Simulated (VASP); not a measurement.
Here is a VASP 6.6.1 calculation.

File POSCAR:

```
BP
1.0
    0.0000000000      2.2690000000      2.2690000000
    2.2690000000      0.0000000000      2.2690000000
    2.2690000000      2.2690000000      0.0000000000
B P
1 1
Direct
    0.0000000000      0.0000000000      0.0000000000
    0.7500000000      0.7500000000      0.7500000000
```

File INCAR.step1:

```
SYSTEM = BP
  PREC = Accurate
  ENCUT = 520
  ISMEAR = 0
  SIGMA = 0.05
  LREAL = .FALSE.
  LASPH = .TRUE.
  NELM = 80
  NBANDS = 11
  GGA = PE
  ALGO = Normal
  EDIFF = 1E-4
  LWAVE = .TRUE.
  LCHARG = .FALSE.
```

The input INCAR.step2:

```
SYSTEM = BP
  PREC = Accurate
  ENCUT = 520
  EDIFF = 1E-7
  ISMEAR = 0
  SIGMA = 0.05
  LREAL = .FALSE.
  LASPH = .TRUE.
  NELM = 80
  ALGO = Normal
  ISIF = 2
  LWAVE = .FALSE.
  LCHARG = .FALSE.
  METAGGA = R2SCAN
  LMIXTAU = .TRUE.
  NBANDS = 11
  ISTART = 1
```

File KPOINTS:

```
regular mesh
0
G
  12 12 12
  0 0 0
```

Potentials or basis: VASP PAW PBE potentials, release 64 (B, P).

Run with:

```sh
$ cat potpaw_PBE.64/B/POTCAR potpaw_PBE.64/P/POTCAR > POTCAR
$ cp INCAR.step1 INCAR
$ mpirun -np 1 vasp_std > vasp.out
$ cp INCAR.step2 INCAR
$ mpirun -np 1 vasp_std > vasp.out
```

Task: Estimate the band gap on the k mesh.

Result: 1.44 eV (least direct gap 3.64 eV).

Task: Predict the pressure.

Result: -0.7 GPa.

Caveat: the PAW data sets were made with another functional, which shifts forces and pressure a little. A k mesh can miss the band edges.
